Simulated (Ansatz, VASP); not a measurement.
**Na in VASP and in Ansatz**

File INCAR:

```
PREC = Accurate
ENCUT = 520
EDIFF = 1E-6
ISMEAR = 0
SIGMA = 0.15
LREAL = False
LASPH = True
NELM = 100
ALGO = Fast
ISIF = 2
LWAVE = False
LCHARG = False
GGA = PS
NBANDS = 14
```

The input KPOINTS:

```
Automatic mesh
0
Gamma
  18 18 10
```

File POSCAR:

```
Na
1.0
    3.3879506904      0.0000000000      0.0000000000
    0.0000000000      3.3879506904      0.0000000000
    0.0000000000      0.0000000000      6.7759013807
Na
2
Direct
    0.0605449769      0.0646161721      0.0000000000
   -0.0605449769     -0.0646161721      0.5000000000
```

Input for Ansatz:

```yaml
crystal:
  lattice:
    - [3.3879506904, 0.0, 0.0]
    - [0.0, 3.3879506904, 0.0]
    - [0.0, 0.0, 6.7759013807]
  atoms:
    - { symbol: Na, position: [0.0605449769, 0.0646161721, 0.0] }
    - { symbol: Na, position: [-0.0605449769, -0.0646161721, 0.5] }
basis:
  ecutwfc: 420
kpoints:
  mp_grid: { grid: [18, 18, 10] }
hamiltonian:
  xc: pbesol
scf:
  occupations: { method: gaussian, width: 0.15 }
output:
  forces: true
  stress: true
  eigenvalues: true
```

Change from the starting cell: mode 1 (-55.9 1/cm) frozen in, largest displacement +0.300 Å.

Alike in both runs: task single point; functional PBEsol; k mesh 18 × 18 × 10; occupations gaussian, width 0.15 eV; no spin polarisation.

```csv
,VASP,Ansatz
version,VASP 6.6.1,Ansatz 0.2.0
potentials or method,"VASP PAW PBE potentials, release 64 (Na_pv), cutoff 520 eV","scalar-relativistic, plane waves, PAW"
valence electrons in the cell,14,18
```

```csv
,VASP,Ansatz,Ansatz less VASP
gap on the k mesh at the Fermi level (eV),none,none,-
pressure (GPa),-0.1,0.0,+0.04
"traceless stress, the component that is largest in VASP (GPa)",-0.27,-0.27,-0.001
rms of the force components (eV/Å),0.040,0.040,-0.0003
```

VASP's potentials were made for PBE, not for PBEsol. Atom by atom the forces differ by 0.001 eV/Å (rms over components). A gap of «none» marks a metal or a gap that the smearing closes. With one functional, cell and mesh, what is left measures potentials, basis and numerics. VASP's potentials hold 14 valence electrons a cell and Ansatz's 18, so a difference there can come from the potentials and not from the codes.
